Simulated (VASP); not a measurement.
A run of VASP 6.6.1:

The input INCAR:

```
  PREC = Accurate
  ENCUT = 520
  EDIFF = 1E-6
  ISMEAR = -1
  SIGMA = 0.02
  LREAL = F
  LASPH = T
  NELM = 80
  ALGO = Normal
  ISIF = 2
  LWAVE = F
  LCHARG = T
  GGA = PE
  LELF = T
  LVHAR = T
  NBANDS = 50
```

Contents of KPOINTS:

```
Automatic mesh
0
Gamma
  6 6 4
```

File POSCAR:

```
SnO
1.0
    2.6818449265     -2.6818393007      0.0000000000
    2.6818449265      2.6818393007      0.0000000000
    0.0000000000      0.0000000000      9.5332225645
Sn O
4 4
Direct
    0.0000182419     -0.0000182419     -0.0012115306
   -0.0000182419      0.0000182419      0.4987884694
    0.4999817581      0.5000182419      0.2582115307
    0.5000182419      0.4999817581      0.7582115307
    0.9999794524      0.5000205476      0.3785000000
    0.0000205476      0.4999794524      0.8785000000
    0.4999794524      0.0000205476      0.3785000000
    0.5000205476      0.9999794524      0.8785000000
```

Potentials or basis: VASP PAW PBE potentials, release 64 (Sn_d, O).

Command:

```bash
$ cat potpaw_PBE.64/Sn_d/POTCAR potpaw_PBE.64/O/POTCAR > POTCAR
$ mpirun -np 1 vasp_std > vasp.out
```

Hardware: 1 thread of Intel(R) Xeon(R) 6975P-C (Granite Rapids), on a shared host.

Estimate the wall time of this run.

Wall time 2.1 min on 1 thread of Intel(R) Xeon(R) 6975P-C (Granite Rapids) (shared host), peak memory 0.34 GiB. Counts: scf iterations 16, k points 39.
